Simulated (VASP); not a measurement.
Here is a VASP 6.6.1 calculation.

File INCAR:

```
SYSTEM = LaO4
PREC     = Accurate       ! precision mode
ENCUT    = 520            ! plane-wave cutoff, eV
EDIFF    = 1E-7           ! SCF threshold, eV
ISMEAR   = 0              ! smearing method
SIGMA    = 0.1            ! smearing width, eV
LREAL    = .False.        ! projectors in reciprocal space
LASPH    = .True.         ! aspherical terms in the spheres
NELM     = 100            ! most SCF steps
ALGO     = Normal         ! electronic algorithm
ISIF     = 2              ! what is computed and relaxed
LWAVE    = .False.        ! write WAVECAR
LCHARG   = .False.        ! write CHGCAR
GGA      = PE             ! functional
NBANDS   = 26             ! bands
```

KPOINTS

```
regular mesh
0
Gamma
  4 4 4
  0 0 0
```

File POSCAR:

```
LaO4
1.0
    3.9284387900      0.0000000000      0.0000000000
    0.0000000000      3.9284387900      0.0000000000
    0.0000000000      0.0000000000      4.6348574900
La O
1 4
Direct
    0.5000000000      0.5000000000      0.0000000000
    0.5000000000      0.5000000000      0.3413856100
    0.5000000000      0.5000000000      0.6586143900
    0.0000000000      0.5000000000      0.6311259300
    0.5000000000      0.0000000000      0.3688740700
```

Potentials or basis: VASP PAW PBE potentials, release 64 (La, O).

The run is started by

```console
$ cat potpaw_PBE.64/La/POTCAR potpaw_PBE.64/O/POTCAR > POTCAR
$ mpirun -np 1 vasp_std > vasp.out
```

**Question.** What does it give for the largest force?

**Answer.** 11.292 eV/Å.

**Question.** What does it give for the band gap on the k mesh?

**Answer.** Zero (an odd number of electrons rules out a gap without spin polarisation).

**Question.** Estimate the pressure.

**Answer.** 62.4 GPa.

Stress tensor (GPa, compression positive):
```
  8.35   0.00   0.00
  0.00   8.35   0.00
  0.00   0.00 170.42
```

Caveat: the k points lie up to 0.40 Å⁻¹ apart, too coarse for converged energies and pressures of a metal; spin-orbit coupling is left out, which moves the levels of the heavy elements; an odd number of electrons without spin polarisation forces a metal; a magnetic or distorted state may lie lower.
